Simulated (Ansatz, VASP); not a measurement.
## Two plane-wave programs on SrO

```
Sr O
1.0
     4.30045   -3.79269    0.00000
     4.30045    3.79269    0.00000
     0.00000    0.00000    3.78357
Sr O
2 2
Direct
  0.00000 0.00000 0.00000
  0.50000 0.50000 0.50000
  0.70453 0.29547 0.00000
  0.29547 0.70453 0.00000
```

Change from the starting cell: ordered vacancies on the anion sites of rutile (Cmmm, No. 65).

Alike in both runs: functional PBE; k mesh 4 × 4 × 6; occupations gaussian, width 0.1 eV; no spin polarisation.

Ansatz relaxed the structure, and its values are those at the end. VASP's run is a single point on that final structure, the one shown.

```csv
,VASP,Ansatz
version,VASP 6.6.1,Ansatz 0.2.0
potentials or method,"VASP PAW PBE potentials, release 64 (Sr_sv, O), cutoff 520 eV","scalar-relativistic, plane waves, PAW"
valence electrons in the cell,32,32
```

Ansatz gave:

| Quantity | Value |
| --- | --- |
| gap on the k mesh at the Fermi level (eV) | none |
| pressure (GPa) | 0.1 |
| rms of the force components (eV/Å) | 0.003 |

Question: What did VASP give for the same quantities?

Answer: gap on the k mesh at the Fermi level (eV): none; pressure (GPa): 0.4; rms of the force components (eV/Å): 0.035.

A gap of «none» marks a metal or a gap that the smearing closes. With one functional, cell and mesh, what is left measures potentials, basis and numerics.
